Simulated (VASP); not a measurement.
Crystal: CuO2.

```
CELL_PARAMETERS angstrom
0.00000 2.44415 2.44415
2.44415 0.00000 2.44415
2.44415 2.44415 0.00000
ATOMIC_POSITIONS crystal
Cu 0.00000 0.00000 0.00000
O 0.25000 0.25000 0.25000
O 0.75000 0.75000 0.75000
```

| Quantity | Value |
| --- | --- |
| Program | VASP 6.6.1 |
| Task | relaxation of cell and atoms |
| Functional | PBE |
| Potentials or basis | VASP PAW PBE potentials, release 64 (Cu_sv_GW, O) |
| Cutoff | 700 eV |
| k mesh | 14 × 14 × 14 |
| Occupations | gaussian, width 0.1 eV |
| Spin | collinear spin |
| Starting moments | [1.0, 0.0, 0.0] μB |
| Hubbard terms | Cu d U = 4.0 eV |

At the start: pressure -4.4 GPa; volume 9.73 Å³/atom.

Q: How do energy, volume and symmetry change on relaxing?

A: Over 3 steps the energy falls by 4.3 meV/atom and the volume is 9.43 Å³/atom (-3.1 %); space group Fm-3m (No. 225, to 0.1 Å) before and after; moment 2.34 μB per cell.

Step by step:
```
step  energy change (eV)  largest force (eV/Å)  pressure (GPa)  volume (Å³)
   1              0.0000                0.0000           -4.43        29.20
   2             -0.0122                0.0000            1.17        28.08
   3             -0.0130                0.0000            0.07        28.29
```

Final structure:
```xyz
3
Lattice="0.0000 2.4185 2.4185 2.4185 0.0000 2.4185 2.4185 2.4185 0.0000" Properties=species:S:1:pos:R:3 pbc="T T T"
Cu    0.0000    0.0000    0.0000
O     1.2092    1.2092    1.2092
O     3.6277    3.6277    3.6277
```

Caveat: a cell with one magnetic atom can't hold antiferromagnetic order, which such compounds often take.
